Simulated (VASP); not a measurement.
# BAs (F-43m) in VASP: notebook, part 2 of 3

VASP 6.6.1. The steps go on from the part before.

## 4. Electric field gradients, r2SCAN (volume scaled by 0.5)

The input, POSCAR:

```
BAs
1.0
    0.0000000000      1.8957537063      1.8957537063
    1.8957537063      0.0000000000      1.8957537063
    1.8957537063      1.8957537063      0.0000000000
B As
1 1
Direct
    0.0000000000      0.0000000000      0.0000000000
    0.2500000000      0.2500000000      0.2500000000
```

The input, INCAR.step1:

```
PREC = Accurate ; ENCUT = 520
ISMEAR = -1 ; SIGMA = 0.05
LREAL = False ; LASPH = True
NELM = 100 ; NBANDS = 11
GGA = PE ; ALGO = Normal
EDIFF = 1E-4 ; LWAVE = True
LCHARG = False
```

The input, INCAR.step2:

```
PREC = Accurate ; ENCUT = 520
EDIFF = 1E-8 ; ISMEAR = -1
SIGMA = 0.05 ; LREAL = False
LASPH = True ; NELM = 100
ALGO = Normal ; ISIF = 2
LWAVE = False ; LCHARG = False
METAGGA = R2SCAN ; LMIXTAU = True
LEFG = True ; NBANDS = 11
ISTART = 1
```

The input, KPOINTS:

```
regular mesh
0
Gamma
  13 13 13
```

Potentials or basis: VASP PAW PBE potentials, release 64 (B, As).

Started as:

```sh
$ cat potpaw_PBE.64/B/POTCAR potpaw_PBE.64/As/POTCAR > POTCAR
$ cp INCAR.step1 INCAR
$ mpirun -np 1 vasp_std > vasp.out
$ cp INCAR.step2 INCAR
$ mpirun -np 1 vasp_std > vasp.out
```

OUTCAR:

```text
PREC = Accurate
   ENCUT = 520
   EDIFF = 1E-8
   ISMEAR = -1
   LREAL = False
   LASPH = True
   NELM = 100
   ISIF = 2
   METAGGA = R2SCAN
   ISTART = 1

 ion  position               nearest neighbor table
   1  0.000  0.000  0.000-   2 1.64   2 1.64   2 1.64   2 1.64
   2  0.250  0.250  0.250-   1 1.64   1 1.64   1 1.64   1 1.64

  LATTYP: Found a face centered cubic cell.
 ALAT       =     3.7915074126

  Lattice vectors:

 A1 = (   0.0000000000,   1.8957537063,   1.8957537063)
[... 548 lines left out ...]
  ---------------------------------------------------
  free  energy   TOTEN  =       -12.7758607629 eV

  energy  without entropy=      -12.7758464530  energy(sigma->0) =      -12.77585361

 Electric field gradients (V/A^2)
---------------------------------------------------------------------
 ion       V_xx      V_yy      V_zz      V_xy      V_xz      V_yz
---------------------------------------------------------------------
   1      -0.000    -0.000    -0.000     0.000     0.000     0.000
   2       0.000    -0.000    -0.000     0.000     0.000     0.000
---------------------------------------------------------------------

 Electric field gradients after diagonalization (V/A^2)
 (convention: |V_zz| > |V_xx| > |V_yy|)
----------------------------------------------------------------------
 ion       V_xx      V_yy      V_zz     asymmetry (V_yy - V_xx)/ V_zz
----------------------------------------------------------------------
   1      -0.000    -0.000     0.000       0.000
   2      -0.000    -0.000     0.000       0.000
----------------------------------------------------------------------

           NMR quadrupolar parameters

 Cq : quadrupolar parameter    Cq=e*Q*V_zz/h
 eta: asymmetry parameters     (V_yy - V_xx)/ V_zz
 Q  : nuclear electric quadrupole moment in mb (millibarn)
----------------------------------------------------------------------
 ion       Cq(MHz)       eta       Q (mb)
----------------------------------------------------------------------
   1       0.000       0.000       1.000
   2       0.000       0.000       1.000
----------------------------------------------------------------------
```

OUTCAR.step1:

```text
PREC = Accurate
   ENCUT = 520
   ISMEAR = -1
   LREAL = False
   LASPH = True
[... 556 lines left out ...]
      0.00000      0.00000      0.00000         0.000000      0.000000      0.000000
      0.94788      0.94788      0.94788        -0.000000     -0.000000     -0.000000
 -----------------------------------------------------------------------------------
    total drift:                               -0.000001     -0.000001     -0.000001

  FREE ENERGIE OF THE ION-ELECTRON SYSTEM (eV)
  ---------------------------------------------------
  free  energy   TOTEN  =        -1.7540270109 eV

  energy  without entropy=       -1.7539776660  energy(sigma->0) =       -1.75400234
```

Wall time 39 s (1 thread of AMD EPYC 9R45 (Zen 5), shared host); peak memory 0.11 GiB.

What came out:

* Free energy: -12.7759 eV
* Pressure: 390.1 GPa
* Band gap on the k mesh: 0.52 eV, indirect (least direct gap 5.10 eV)

Levels at points of the mesh, in eV from the valence-band top:
```csv
k point,band 1,band 2,band 3,band 4,band 5,band 6,band 7,band 8
"(0.00, 0.00, 0.00)",-24.79,0.00,0.00,0.00,5.24,5.24,5.24,12.92
```

Caveat: without QUAD_EFG the Cq values of the log hold for a quadrupole moment of 1 mb, not for the nuclei; the PAW data sets were made with another functional, which shifts forces and pressure a little.

## 5. Electric field gradients, r2SCAN (volume scaled by 0.85)

The input, POSCAR:

```
BAs
1.0
    0.0000000000      2.2625501845      2.2625501845
    2.2625501845      0.0000000000      2.2625501845
    2.2625501845      2.2625501845      0.0000000000
B As
1 1
Direct
    0.0000000000      0.0000000000      0.0000000000
    0.2500000000      0.2500000000      0.2500000000
```

The input, INCAR.step1:

```
SYSTEM = BAs
PREC = Accurate
ENCUT = 520
ISMEAR = -1
SIGMA = 0.05
LREAL = .FALSE.
LASPH = .TRUE.
NELM = 60
NBANDS = 11
GGA = PE
ALGO = Normal
EDIFF = 1E-4
LWAVE = .TRUE.
LCHARG = .FALSE.
```

The input, INCAR.step2:

```
SYSTEM = BAs
PREC = Accurate
ENCUT = 520
EDIFF = 1E-8
ISMEAR = -1
SIGMA = 0.05
LREAL = .FALSE.
LASPH = .TRUE.
NELM = 60
ALGO = Normal
ISIF = 2
LWAVE = .FALSE.
LCHARG = .FALSE.
METAGGA = R2SCAN
LMIXTAU = .TRUE.
LEFG = .TRUE.
NBANDS = 11
ISTART = 1
```

The input, KPOINTS:

```
regular mesh
0
G
  13 13 13
  0 0 0
```

Potentials or basis: VASP PAW PBE potentials, release 64 (B, As).

Started as:

```sh
$ cat potpaw_PBE.64/B/POTCAR potpaw_PBE.64/As/POTCAR > POTCAR
$ cp INCAR.step1 INCAR
$ mpirun -np 1 vasp_std > vasp.out
$ cp INCAR.step2 INCAR
$ mpirun -np 1 vasp_std > vasp.out
```

OUTCAR:

```text
SYSTEM = BAs
   PREC = Accurate
   ENCUT = 520
   EDIFF = 1E-8
   ISMEAR = -1
   LREAL = .FALSE.
   LASPH = .TRUE.
   NELM = 60
   ISIF = 2
   METAGGA = R2SCAN
   ISTART = 1

 ion  position               nearest neighbor table
   1  0.000  0.000  0.000-   2 1.96   2 1.96   2 1.96   2 1.96
   2  0.250  0.250  0.250-   1 1.96   1 1.96   1 1.96   1 1.96

  LATTYP: Found a face centered cubic cell.
 ALAT       =     4.5251003690

  Lattice vectors:

 A1 = (   0.0000000000,   2.2625501845,   2.2625501845)
 A2 = (   2.2625501845,   0.0000000000,   2.2625501845)
 A3 = (   2.2625501845,   2.2625501845,   0.0000000000)

Analysis of symmetry for initial positions (statically):
=====================================================================
 Subroutine PRICEL returns:
 Original cell was already a primitive cell.

 Routine SETGRP: Setting up the symmetry group for a
 face centered cubic supercell.

 Subroutine GETGRP returns: Found 24 space group operations
 (whereof 24 operations were pure point group operations)
 out of a pool of 48 trial point group operations.

The static configuration has the point symmetry T_d .

Analysis of symmetry for dynamics (positions and initial velocities):
=====================================================================
 Subroutine PRICEL returns:
 Original cell was already a primitive cell.

 Routine SETGRP: Setting up the symmetry group for a
 face centered cubic supercell.

 Subroutine GETGRP returns: Found 24 space group operations
 (whereof 24 operations were pure point group operations)
 out of a pool of 48 trial point group operations.

The dynamic configuration has the point symmetry T_d .

 Subroutine INISYM returns: Found 24 space group operations
[... 163 lines left out ...]
     11      22.0855      0.00000
[... 309 lines left out ...]
 k-point    24 :       0.4615    0.1538    0.0000
  band No.  band energies     occupation
      1      -6.4160      2.00000
      2      -1.3501      2.00000
      3       4.0735      2.00000
      4       4.7920      2.00000
      5      11.4956      0.00000
      6      14.5962      0.00000
      7      15.1099      0.00000
      8      17.1606      0.00000
      9      21.3121      0.00000
     10      24.3521      0.00000
     11      25.1634      0.00000

 [... further k-points ...]
[... 5 lines left out ...]
  --------------------------------------------------------------------------------------
  -------------------------------------------------------------------------------------
  Total        4.8725582      4.8725582      4.8725582     -0.0000000      0.0000000     -0.0000000
  in kB      337.0101310    337.0101310    337.0101310     -0.0000000      0.0000000     -0.0000000
  external PRESSURE =     337.0101310 kB  Pullay stress =       0.0000000 kB

 VOLUME and BASIS-vectors are now :
 -----------------------------------------------------------------------------
  energy-cutoff  :      520.00
  volume of cell :       23.16
      direct lattice vectors                 reciprocal lattice vectors
     0.000000000  2.262550184  2.262550184    -0.220989573  0.220989573  0.220989573
     2.262550184  0.000000000  2.262550184     0.220989573 -0.220989573  0.220989573
     2.262550184  2.262550184  0.000000000     0.220989573  0.220989573 -0.220989573

 POSITION                                       TOTAL-FORCE (eV/Angst)
 -----------------------------------------------------------------------------------
      0.00000      0.00000      0.00000        -0.000000     -0.000000     -0.000000
      1.13128      1.13128      1.13128         0.000000      0.000000      0.000000
 -----------------------------------------------------------------------------------
    total drift:                                0.000000      0.000000      0.000000

  FREE ENERGIE OF THE ION-ELECTRON SYSTEM (eV)
  ---------------------------------------------------
  free  energy   TOTEN  =       -21.8666527206 eV

  energy  without entropy=      -21.8666526800  energy(sigma->0) =      -21.86665270

 Electric field gradients (V/A^2)
---------------------------------------------------------------------
 ion       V_xx      V_yy      V_zz      V_xy      V_xz      V_yz
---------------------------------------------------------------------
   1       0.000     0.000     0.000     0.000     0.000     0.000
   2      -0.000     0.000    -0.000     0.000     0.000     0.000
---------------------------------------------------------------------

 Electric field gradients after diagonalization (V/A^2)
 (convention: |V_zz| > |V_xx| > |V_yy|)
----------------------------------------------------------------------
 ion       V_xx      V_yy      V_zz     asymmetry (V_yy - V_xx)/ V_zz
----------------------------------------------------------------------
   1      -0.000    -0.000     0.000       0.000
   2      -0.000    -0.000     0.000       0.000
----------------------------------------------------------------------

           NMR quadrupolar parameters

 Cq : quadrupolar parameter    Cq=e*Q*V_zz/h
 eta: asymmetry parameters     (V_yy - V_xx)/ V_zz
 Q  : nuclear electric quadrupole moment in mb (millibarn)
----------------------------------------------------------------------
 ion       Cq(MHz)       eta       Q (mb)
----------------------------------------------------------------------
   1       0.000       0.000       1.000
   2       0.000       0.000       1.000
----------------------------------------------------------------------
```

OSZICAR.step1:

```text
N       E                     dE             d eps       ncg     rms          rms(c)
DAV:   1     0.130473529560E+02    0.13047E+02   -0.40026E+03  1848   0.660E+02
DAV:   2    -0.113194114720E+02   -0.24367E+02   -0.23093E+02  2475   0.110E+02
DAV:   3    -0.119593346745E+02   -0.63992E+00   -0.63860E+00  2335   0.163E+01
DAV:   4    -0.119606908361E+02   -0.13562E-02   -0.13561E-02  2054   0.820E-01
DAV:   5    -0.119606923484E+02   -0.15124E-05   -0.15124E-05  2211   0.296E-02    0.621E+00
DAV:   6    -0.110707664629E+02    0.88993E+00   -0.20901E+00  2001   0.646E+00    0.302E+00
DAV:   7    -0.109612393356E+02    0.10953E+00   -0.35410E-01  2186   0.290E+00    0.114E+00
DAV:   8    -0.109522754005E+02    0.89639E-02   -0.23358E-02  2097   0.925E-01    0.115E-01
DAV:   9    -0.109525796462E+02   -0.30425E-03   -0.67376E-04  2195   0.166E-01    0.760E-02
DAV:  10    -0.109527172969E+02   -0.13765E-03   -0.17112E-04  1978   0.817E-02    0.144E-02
DAV:  11    -0.109527218709E+02   -0.45739E-05   -0.42798E-06   963   0.145E-02
   1 F= -.10952722E+02 E0= -.10952722E+02  d E =-.228920E-06
```

It took 61 s on 1 thread of AMD EPYC 9R45 (Zen 5), shared host; peak memory 0.13 GiB.

What came out:

```
Free energy            : -21.8667 eV
Pressure               : 33.7 GPa
Band gap on the k mesh : 1.19 eV, indirect (least direct gap 3.66 eV)
```

Levels at points of the mesh, in eV from the valence-band top:
```
           k point  band 2  band 3  band 4  band 5  band 6  band 7
(0.00, 0.00, 0.00)    0.00    0.00    0.00    3.66    3.66    3.66
```

Caveat: without QUAD_EFG the Cq values of the log hold for a quadrupole moment of 1 mb, not for the nuclei; the PAW data sets were made with another functional, which shifts forces and pressure a little. A k mesh can miss the band edges.

[end of part 2 of 3]
